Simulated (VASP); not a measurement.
Wanted: the native input for a VASP 6.6.1 run.

```
Task                   : single point
Functional             : PBEsol
Potentials or basis    : VASP PAW PBE potentials, release 64 (Ga_d, P)
Cutoff                 : 520 eV
k mesh                 : 10 × 10 × 10
Occupations            : gaussian, width 0.05 eV
Spin                   : no spin polarisation
Dipole correction      : no
Further INCAR settings : ALGO = Normal; EDIFF = 1e-06; NBANDS = 16
```

The structure of GaP lies in POSCAR:

```
GaP
1.0
    0.0000000000      2.4280439585      3.4332541574
    2.4280439585      0.0000000000      3.4332541574
    2.4280439585      2.4280439585      0.0000000000
Ga P
1 1
Direct
    0.0000000000      0.0000000000      0.0000000000
    0.7500000000      0.7500000000      0.7500000000
```

This cell differs from its parent crystal: ratio of the length along z to the lengths across it x 1.414, volume and fractional coordinates fixed.

The input as run:

INCAR

```
PREC = Accurate ; ENCUT = 520
EDIFF = 1E-6 ; ISMEAR = 0
SIGMA = 0.05 ; LREAL = F
LASPH = T ; NELM = 80
ALGO = Normal ; ISIF = 2
LWAVE = F ; LCHARG = T
GGA = PS ; LELF = T
LVHAR = T ; NBANDS = 16
```

KPOINTS

```
regular mesh
0
Gamma
  10 10 10
```

Potentials or basis: VASP PAW PBE potentials, release 64 (Ga_d, P).

Command:

```sh
$ cat potpaw_PBE.64/Ga_d/POTCAR potpaw_PBE.64/P/POTCAR > POTCAR
$ mpirun -np 1 vasp_std > vasp.out
```

It gave:

```
Pressure               : -1.7 GPa
Band gap on the k mesh : zero (bands 9 and 10 overlap by 0.49 eV)
```

Caveat: semilocal functionals underestimate gaps, so a narrow gap can read as zero; the PAW data sets were made with another functional, which shifts forces and pressure a little.

Run time: 87 s on 1 thread of AMD EPYC 7R13 (shared host), peak memory 0.19 GiB.
